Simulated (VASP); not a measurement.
# Hf4N in VASP: further runs, part 2 of 2

VASP 6.6.1.

### 3 Single point, PBE+D3(BJ)

Contents of INCAR:

```
SYSTEM = Hf4N
  ALGO = Normal
  DIPOL = 0.5 0.5 0.307
  EDIFF = 1E-7
  ENCUT = 520
  GGA = PE
  IDIPOL = 3
  ISIF = 2
  ISMEAR = 0
  IVDW = 12
  LASPH = .True.
  LCHARG = .False.
  LDIPOL = .True.
  LREAL = .False.
  LWAVE = .False.
  NBANDS = 56
  NELM = 100
  PREC = Accurate
  SIGMA = 0.1
```

Contents of KPOINTS:

```
k-points
0
Gamma
  4 6 1
  0 0 0
```

Contents of POSCAR:

```
Hf4N
1.0
    6.3423521406      0.0000000000      0.0000000000
    0.0000000000      5.0167614026      0.0000000000
    0.0000000000      0.0000000000     22.1665201410
Hf N
8 2
Direct
    0.0000000000      0.7500000000      0.1804523206
    0.5000000000      0.7500000000      0.1804523206
    0.2500000000      0.2500000000      0.2217506242
    0.7500000000      0.2500000000      0.2217506242
    0.2500000000      0.7500000000      0.2964821324
    0.7500000000      0.7500000000      0.2964821324
    0.0000000000      0.2500000000      0.3368377216
    0.5000000000      0.2500000000      0.3368377216
    0.0000000000      0.7500000000      0.4721769621
    0.0000000000      0.7500000000      0.5218013503
```

Potentials or basis: VASP PAW PBE potentials, release 64 (Hf_pv, N).

On the command line:

```sh
$ cat potpaw_PBE.64/Hf_pv/POTCAR potpaw_PBE.64/N/POTCAR > POTCAR
$ mpirun -np 1 vasp_std > vasp.out
```

OUTCAR:

```text
SYSTEM = Hf4N
   EDIFF = 1E-7
   ENCUT = 520
   GGA = PE
   ISIF = 2
   ISMEAR = 0
   IVDW = 12
   LASPH = .True.
   LREAL = .False.
   NELM = 100
   PREC = Accurate
 IVDW          = 12

 ion  position               nearest neighbor table
   1  0.000  0.750  0.180-   5 3.02   6 3.02   3 3.11   4 3.11   3 3.11   4 3.11   2 3.17   2 3.17

   2  0.500  0.750  0.180-   5 3.02   6 3.02   3 3.11   4 3.11   3 3.11   4 3.11   1 3.17   1 3.17

   3  0.250  0.250  0.222-   7 3.00   8 3.00   5 3.01   5 3.01   1 3.11   1 3.11   2 3.11   2 3.11
                             4 3.17   4 3.17
   4  0.750  0.250  0.222-   7 3.00   8 3.00   6 3.01   6 3.01   1 3.11   1 3.11   2 3.11   2 3.11
                             3 3.17   3 3.17
   5  0.250  0.750  0.296-   3 3.01   3 3.01   1 3.02   2 3.02   8 3.10   7 3.10   7 3.10   8 3.10
                             6 3.17   6 3.17
   6  0.750  0.750  0.296-   4 3.01   4 3.01   1 3.02   2 3.02   8 3.10   7 3.10   7 3.10   8 3.10
                             5 3.17   5 3.17
   7  0.000  0.250  0.337-   3 3.00   4 3.00   5 3.10   6 3.10   5 3.10   6 3.10   8 3.17   8 3.17

   8  0.500  0.250  0.337-   3 3.00   4 3.00   5 3.10   6 3.10   5 3.10   6 3.10   7 3.17   7 3.17

   9  0.000  0.750  0.472-  10 1.10
  10  0.000  0.750  0.522-   9 1.10

[... 912 lines left out ...]
 vacuum level on the upper side and lower side of the slab       (xc-potential included)         0.001        -0.010

 Edisp (eV)   -2.11961

 E8    (eV) :    -1.1642

  FORCE on cell =-STRESS in cart. coord.  units (eV):
  Direction    XX          YY          ZZ          XY          YZ          ZX
  --------------------------------------------------------------------------------------
  -------------------------------------------------------------------------------------
  Total      -8.00152    -1.02590     2.44308     0.00000     0.00000     0.00000
  in kB     -18.17656    -2.33047     5.54979     0.00000     0.00000     0.00000
  external pressure =       -4.99 kB  Pullay stress =        0.00 kB

 VOLUME and BASIS-vectors are now :
 -----------------------------------------------------------------------------
  energy-cutoff  :      520.00
  volume of cell :      705.30
      direct lattice vectors                 reciprocal lattice vectors
     6.342352141  0.000000000  0.000000000     0.157670211  0.000000000  0.000000000
     0.000000000  5.016761403  0.000000000     0.000000000  0.199331784  0.000000000
     0.000000000  0.000000000 22.166520141     0.000000000  0.000000000  0.045113080

 POSITION                                       TOTAL-FORCE (eV/Angst)
 -----------------------------------------------------------------------------------
      0.00000      3.76257      4.00000         0.000000     -0.000000      0.118980
      3.17118      3.76257      4.00000         0.000000     -0.000000      0.148577
      1.58559      1.25419      4.91544         0.018513      0.000000     -0.075027
      4.75676      1.25419      4.91544        -0.018513     -0.000000     -0.075027
      1.58559      3.76257      6.57198        -0.008410      0.000000     -0.053986
      4.75676      3.76257      6.57198         0.008410     -0.000000     -0.053986
      0.00000      1.25419      7.46652         0.000000     -0.000000     -0.066279
      3.17118      1.25419      7.46652         0.000000     -0.000000     -0.082746
      0.00000      3.76257     10.46652         0.000000     -0.000000     -2.235802
      0.00000      3.76257     11.56652         0.000000     -0.000000      2.375298
 -----------------------------------------------------------------------------------
    total drift:                                0.000000     -0.000000     -0.000183

  FREE ENERGIE OF THE ION-ELECTRON SYSTEM (eV)
  ---------------------------------------------------
  free  energy   TOTEN  =       -90.5724709445 eV

  energy  without entropy=      -90.5067803804  energy(sigma->0) =      -90.53962566

 vacuum level on the upper side and lower side of the slab         2.612         2.601
```

Wall time 14 min (1 thread of Intel Xeon 6975P-C (Granite Rapids), shared host); peak memory 0.84 GiB.

Results:

- Free energy: -90.5725 eV
- Largest force: 2.375 eV/Å
- Band gap on the k mesh: zero (bands 45 and 46 overlap by 0.42 eV)
- Dispersion energy per atom: -0.212 eV

Forces in eV/Å, atoms in the order of the input:
```
Hf   0.000  0.000  0.119
Hf   0.000  0.000  0.149
Hf   0.019  0.000 -0.075
Hf  -0.019  0.000 -0.075
Hf  -0.008  0.000 -0.054
Hf   0.008  0.000 -0.054
Hf   0.000  0.000 -0.066
Hf   0.000  0.000 -0.083
N    0.000  0.000 -2.236
N    0.000  0.000  2.375
```

Caveat: the standard files for N, O and F lose accuracy on very short bonds; spin-orbit coupling is left out, which moves the levels of the heavy elements.

### 4 Single point, PBE+D3(BJ)

Contents of INCAR:

```
ALGO = Fast ; DIPOL = 0.5 0.5 0.307
EDIFF = 1E-6 ; ENCUT = 520
GGA = PE ; IDIPOL = 3
ISIF = 2 ; ISMEAR = 0
IVDW = 12 ; LASPH = T
LCHARG = F ; LDIPOL = T
LREAL = F ; LWAVE = F
NBANDS = 56 ; NELM = 60
PREC = Accurate ; SIGMA = 0.1
```

Contents of KPOINTS:

```
k-points
0
Gamma
  4 6 1
```

Changes to POSCAR since step 3:

```diff
@@ -16,3 +16,3 @@
     0.5000000000      0.2500000000      0.3368377216
-    0.0000000000      0.7500000000      0.4721769621
-    0.0000000000      0.7500000000      0.5218013503
+    0.2500000000      0.2500000000      0.4721769621
+    0.2500000000      0.2500000000      0.5218013503
```

Potentials or basis: VASP PAW PBE potentials, release 64 (Hf_pv, N).

On the command line:

```sh
$ cat potpaw_PBE.64/Hf_pv/POTCAR potpaw_PBE.64/N/POTCAR > POTCAR
$ mpirun -np 1 vasp_std > vasp.out
```

OUTCAR:

```text
EDIFF = 1E-6
   ENCUT = 520
   GGA = PE
   ISIF = 2
   ISMEAR = 0
   IVDW = 12
   LASPH = T
   LREAL = F
   NELM = 60
   PREC = Accurate
 IVDW          = 12

 ion  position               nearest neighbor table
   1  0.000  0.750  0.180-   5 3.02   6 3.02   3 3.11   4 3.11   3 3.11   4 3.11   2 3.17   2 3.17

   2  0.500  0.750  0.180-   5 3.02   6 3.02   3 3.11   4 3.11   3 3.11   4 3.11   1 3.17   1 3.17

   3  0.250  0.250  0.222-   7 3.00   8 3.00   5 3.01   5 3.01   1 3.11   1 3.11   2 3.11   2 3.11
                             4 3.17   4 3.17
   4  0.750  0.250  0.222-   7 3.00   8 3.00   6 3.01   6 3.01   1 3.11   1 3.11   2 3.11   2 3.11
                             3 3.17   3 3.17
   5  0.250  0.750  0.296-   3 3.01   3 3.01   1 3.02   2 3.02   8 3.10   7 3.10   7 3.10   8 3.10
                             6 3.17   6 3.17
   6  0.750  0.750  0.296-   4 3.01   4 3.01   1 3.02   2 3.02   8 3.10   7 3.10   7 3.10   8 3.10
                             5 3.17   5 3.17
   7  0.000  0.250  0.337-   3 3.00   4 3.00   5 3.10   6 3.10   5 3.10   6 3.10   8 3.17   8 3.17

   8  0.500  0.250  0.337-   3 3.00   4 3.00   5 3.10   6 3.10   5 3.10   6 3.10   7 3.17   7 3.17

   9  0.250  0.250  0.472-  10 1.10
  10  0.250  0.250  0.522-   9 1.10

  LATTYP: Found a simple orthorhombic cell.
 ALAT       =     5.0167614026
 B/A-ratio  =     1.2642323666
 C/A-ratio  =     4.4184920035

  Lattice vectors:

 A1 = (   0.0000000000,  -5.0167614026,   0.0000000000)
 A2 = (   6.3423521406,   0.0000000000,   0.0000000000)
 A3 = (   0.0000000000,   0.0000000000,  22.1665201410)

Analysis of symmetry for initial positions (statically):
=====================================================================
 Subroutine PRICEL returns:
 Original cell was already a primitive cell.

 Routine SETGRP: Setting up the symmetry group for a
 simple orthorhombic supercell.

 Subroutine GETGRP returns: Found  4 space group operations
 (whereof  1 operations were pure point group operations)
 out of a pool of  8 trial point group operations.

The static configuration has the point symmetry C_1 .
 The point group associated with its full space group is C_2v.

Analysis of symmetry for dynamics (positions and initial velocities):
=====================================================================
 Subroutine PRICEL returns:
 Original cell was already a primitive cell.

 Routine SETGRP: Setting up the symmetry group for a
 simple orthorhombic supercell.

 Subroutine GETGRP returns: Found  4 space group operations
 (whereof  1 operations were pure point group operations)
 out of a pool of  8 trial point group operations.

The dynamic configuration has the point symmetry C_1 .
 The point group associated with its full space group is C_2v.

 Subroutine INISYM returns: Found  4 space group operations
 (whereof  1 operations are pure point group operations),
 and found     1 'primitive' translations

----------------------------------------------------------------------------------------

                                     Primitive cell

  volume of cell :     705.2958

  direct lattice vectors                    reciprocal lattice vectors
     6.342352141  0.000000000  0.000000000     0.157670211  0.000000000  0.000000000
     0.000000000  5.016761403  0.000000000     0.000000000  0.199331784  0.000000000
     0.000000000  0.000000000 22.166520141     0.000000000  0.000000000  0.045113080
[... 79 lines left out ...]
   ISTART =      0    job   : 0-new  1-cont  2-samecut
   ICHARG =      2    charge: 1-file 2-atom 10-const
   ISPIN  =      1    spin polarized calculation?
   LNONCOLLINEAR =      F non collinear calculations
   LSORBIT =      F    spin-orbit coupling
   LASPH  =      T    aspherical Exc in radial PAW
   ENCUT  =  520.0 eV  38.22 Ry    6.18 a.u.  11.79  9.33 41.22*2*pi/ulx,y,z
   NELM   =     60;   NELMIN=  2; NELMDL= -5     # of ELM steps
   EDIFF  = 0.1E-05   stopping-criterion for ELM
   LREAL  =      F    real-space projection
   EDIFFG = 0.1E-04   stopping-criterion for IOM
   NSW    =      0    number of steps for IOM
   IBRION =     -1    ionic relax: 0-MD 1-quasi-New 2-CG
   NFREE  =      0    steps in history (QN), initial steepest desc. (CG)
   ISIF   =      2    stress and relaxation
   ISYM   =      2    0-nonsym 1-usesym 2-fastsym
   POTIM  = 0.5000    time-step for ionic-motion
   TEBEG  =    0.0;   TEEND  =   0.0 temperature during run
   PSTRESS=    0.0 pullay stress
   NELECT =      90.0000    total number of electrons
   NUPDOWN=      -1.0000    fix difference up-down
   EMIN   =  10.00;   EMAX   =-10.00  energy-range for DOS
   EFERMI =   0.00;   METHOD = LEGACY
   ISMEAR =     0;   SIGMA  =   0.10  broadening in eV -4-tet -1-fermi 0-gaus
   EFERMI_NEDOS =   21; number of points for ismear=-14 and -15
   IALGO  =     68    algorithm
   IMIX   =      4    mixing-type and parameters
     AMIX     =   0.40;   BMIX     =  1.00
     AMIX_MAG =   1.60;   BMIX_MAG =  1.00
  volume/ion in A,a.u.               =      70.53       475.96
  Fermi-wavevector in a.u.,A,eV,Ry     =   0.824199  1.557510  9.242484  0.679303
  Thomas-Fermi vector in A             =   1.935842
   LORBIT       =      0    0 simple, 1 ext, 2 COOP (PROOUT), +10 PAW based schemes
   GGA     = PE    functional components
   LHFCALC =     F    Hartree Fock is set to
   AEXX    =    0.0000 exact exchange contribution
   IVDW    =    12    specifies the selected vdW correction
   LEPSILON=     F    determine dielectric tensor
   LRPA    =     F    only Hartree local field effects (RPA)
 non-spin polarized calculation
 RMM-DIIS sequential band-by-band and
 Gauss-broadening in eV      SIGMA  =   0.10
  energy-cutoff  :      520.00
  volume of cell :      705.30
 maximum number of plane-waves:     19096
 NGX is ok and might be reduce to    48
   NGX = 23   NGY = 19   NGZ = 83

 dipolmoment           0.000000      0.000000      0.009869 electrons x Angstroem

 number of electron      89.9999989 magnetization

 dipolmoment           0.000000      0.000000     -0.038197 electrons x Angstroem

 Free energy of the ion-electron system (eV)
  ---------------------------------------------------
  ext. energy  EPLUGINS =         0.00000000
  ---------------------------------------------------
  free energy    TOTEN  =       -88.57497889 eV

  energy without entropy =      -88.51233825  energy(sigma->0) =      -88.54365857

 E-fermi :  -1.2133     XC(G=0):  -4.1580

 val. band max:       -1.2391874256   @ k =   0.5000   0.5000   0.0000
 cond. band min:      -1.1946515443   @ k =   0.5000   0.1667   0.0000
 fundamental gap:      0.0445358813
 Fermi energy:        -1.2132885502

 k-point     1 :       0.0000    0.0000    0.0000
  band No.  band energies     occupation
      1     -32.5149      2.00000
      2     -32.4941      2.00000
      3     -32.4729      2.00000
      4     -32.4441      2.00000
      5     -32.4081      2.00000
      6     -32.3877      2.00000
[... 697 lines left out ...]
     55      -0.3785      0.00000
     56      -0.3616      0.00000

------------------------ aborting loop because EDIFF is reached ----------------------------------------

 vacuum level on the upper side and lower side of the slab       (xc-potential included)        -0.151         0.101

 Edisp (eV)   -2.11866

 E8    (eV) :    -1.1638

  FORCE on cell =-STRESS in cart. coord.  units (eV):
  Direction    XX          YY          ZZ          XY          YZ          ZX
  --------------------------------------------------------------------------------------
  -------------------------------------------------------------------------------------
  Total      -8.29136    -0.75988     1.88855     0.00000     0.00000     0.00000
  in kB     -18.83497    -1.72617     4.29011     0.00000     0.00000     0.00000
  external pressure =       -5.42 kB  Pullay stress =        0.00 kB

 VOLUME and BASIS-vectors are now :
 -----------------------------------------------------------------------------
  energy-cutoff  :      520.00
  volume of cell :      705.30
      direct lattice vectors                 reciprocal lattice vectors
     6.342352141  0.000000000  0.000000000     0.157670211  0.000000000  0.000000000
     0.000000000  5.016761403  0.000000000     0.000000000  0.199331784  0.000000000
     0.000000000  0.000000000 22.166520141     0.000000000  0.000000000  0.045113080

 POSITION                                       TOTAL-FORCE (eV/Angst)
 -----------------------------------------------------------------------------------
      0.00000      3.76257      4.00000        -0.004768      0.000000      0.160897
      3.17118      3.76257      4.00000         0.004768     -0.000000      0.160897
      1.58559      1.25419      4.91544         0.000000     -0.000000     -0.097790
      4.75676      1.25419      4.91544         0.000000     -0.000000     -0.199370
      1.58559      3.76257      6.57198         0.000000     -0.000000     -0.131556
      4.75676      3.76257      6.57198         0.000000     -0.000000      0.066169
      0.00000      1.25419      7.46652        -0.174711     -0.000000      0.093328
      3.17118      1.25419      7.46652         0.174711      0.000000      0.093328
      1.58559      1.25419     10.46652         0.000000     -0.000000     -2.662310
      1.58559      1.25419     11.56652         0.000000     -0.000000      2.516407
 -----------------------------------------------------------------------------------
    total drift:                                0.000000     -0.000000     -0.000373

  FREE ENERGIE OF THE ION-ELECTRON SYSTEM (eV)
  ---------------------------------------------------
  free  energy   TOTEN  =       -90.6936362296 eV

  energy  without entropy=      -90.6309955857  energy(sigma->0) =      -90.66231591

 vacuum level on the upper side and lower side of the slab         2.426         2.679
```

Run time: 31 min. Hardware: 1 thread of Oxide Virtual Turin-like, shared host; peak memory 0.87 GiB.

What came out:

- Free energy: -90.6936 eV
- Largest force: 2.662 eV/Å
- Band gap on the k mesh: zero (bands 45 and 46 overlap by 0.49 eV)
- Dispersion energy per atom: -0.212 eV

Forces on the atoms (eV/Å):
```
Hf  -0.005  0.000  0.161
Hf   0.005  0.000  0.161
Hf   0.000  0.000 -0.098
Hf   0.000  0.000 -0.199
Hf   0.000  0.000 -0.132
Hf   0.000  0.000  0.066
Hf  -0.175  0.000  0.093
Hf   0.175  0.000  0.093
N    0.000  0.000 -2.662
N    0.000  0.000  2.516
```

Caveat: the standard files for N, O and F lose accuracy on very short bonds; spin-orbit coupling is left out, which moves the levels of the heavy elements.

### 5 Single point, PBE+D3(BJ)

Contents of INCAR:

```
PREC     = Accurate       # precision mode
ENCUT    = 520            # plane-wave cutoff, eV
EDIFF    = 1E-7           # SCF threshold, eV
ISMEAR   = 0              # smearing method
SIGMA    = 0.1            # smearing width, eV
LREAL    = False          # projectors in reciprocal space
LASPH    = True           # aspherical terms in the spheres
NELM     = 60             # most SCF steps
ALGO     = Fast           # electronic algorithm
ISIF     = 2              # what is computed and relaxed
LWAVE    = False          # write WAVECAR
LCHARG   = True           # write CHGCAR
LDIPOL   = True         
IDIPOL   = 3            
DIPOL    = 0.5 0.5 0.307
GGA      = PE             # functional
IVDW     = 12             # dispersion correction
LELF     = True           # ELF
LVHAR    = True         
LVACPOTAV= True         
NBANDS   = 56             # bands
```

Contents of KPOINTS:

```
regular mesh
0
Gamma
  4 6 1
```

Changes to POSCAR since step 4:

```diff
@@ -16,3 +16,3 @@
     0.5000000000      0.2500000000      0.3368377216
-    0.2500000000      0.2500000000      0.4721769621
-    0.2500000000      0.2500000000      0.5218013503
+    0.2500000000      0.7500000000      0.4721769621
+    0.2500000000      0.7500000000      0.5218013503
```

On the command line:

```sh
$ cat potpaw_PBE.64/Hf_pv/POTCAR potpaw_PBE.64/N/POTCAR > POTCAR
$ mpirun -np 1 vasp_std > vasp.out
```

Wall time 49 min (1 thread of Oxide Virtual Turin-like, shared host); peak memory 0.9 GiB.

It converged, with:

```yaml
Free_energy: -90.5914 eV
Largest_force: 2.395 eV/Å
Band_gap_on_the_k_mesh: zero (bands 45 and 46 overlap by 0.48 eV)
Dispersion_energy_per_atom: -0.212 eV
```

Forces on the atoms (eV/Å):
```
Hf   0.024  0.000  0.139
Hf  -0.024  0.000  0.139
Hf   0.000  0.000 -0.101
Hf   0.000  0.000 -0.021
Hf   0.000  0.000 -0.016
Hf   0.000  0.000 -0.030
Hf  -0.106  0.000 -0.091
Hf   0.106  0.000 -0.091
N    0.000  0.000 -2.322
N    0.000  0.000  2.395
```

Levels at points of the mesh, in eV from the Fermi level:
```
           k point  band 42  band 43  band 44  band 45  band 46  band 47  band 48  band 49
(0.00, 0.00, 0.00)    -0.72    -0.40    -0.25     0.13     0.42     0.47     0.70     0.86
(0.50, 0.00, 0.00)    -0.44    -0.42    -0.37    -0.35    -0.35    -0.28     0.20     0.23
(0.00, 0.50, 0.00)    -0.46    -0.40    -0.28    -0.27     0.48     0.50     0.53     0.61
(0.50, 0.50, 0.00)    -0.17    -0.17    -0.17    -0.16     0.02     0.05     0.06     0.11
```

Caveat: the standard files for N, O and F lose accuracy on very short bonds; spin-orbit coupling is left out, which moves the levels of the heavy elements.

### 6 The runs side by side

| cell | gap on the mesh (eV) | largest force (eV/Å) |
| --- | --- | --- |
| as given, atomic positions A | none | 3.09 |
| as given, atomic positions B | none | 2.38 |
| as given, atomic positions C | none | 2.66 |
| as given, atomic positions D | none | 2.39 |

Alike in all rows: task single point; level PBE+D3(BJ); potentials or basis VASP PAW PBE potentials, release 64 (Hf_pv, N); no spin polarisation; k mesh 4 × 6 × 1; cutoff (eV) 520; smearing gaussian 0.1 eV.

Caveats: the standard files for N, O and F lose accuracy on very short bonds; spin-orbit coupling is left out, which moves the levels of the heavy elements.

Absolute energies hang on the potentials; compare differences alone.

The gap in the log of VASP goes by the Fermi energy; the results here count the filled bands.